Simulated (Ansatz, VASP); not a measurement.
# Sc: VASP beside Ansatz

```
CELL_PARAMETERS angstrom
-1.83868 1.83868 1.83868
1.83868 -1.83868 1.83868
1.83868 1.83868 -1.83868
ATOMIC_POSITIONS crystal
Sc 0.00000 0.00000 0.00000
```

Alike in both runs: task single point; functional PBE; k mesh 16 × 16 × 16; occupations gaussian, width 0.05 eV; no spin polarisation.

|  | VASP | Ansatz |
| --- | --- | --- |
| version | VASP 6.6.1 | Ansatz 0.2.0 |
| potentials or method | VASP PAW PBE potentials, release 64 (Sc_sv), cutoff 520 eV | scalar-relativistic, plane waves, PAW |
| valence electrons in the cell | 11 | 11 |

|  | VASP | Ansatz | Ansatz less VASP |
| --- | --- | --- | --- |
| gap on the k mesh at the Fermi level (eV) | none | none | - |
| pressure (GPa) | 0.0 | 0.0 | -0.03 |

A gap of «none» marks a metal or a gap that the smearing closes.
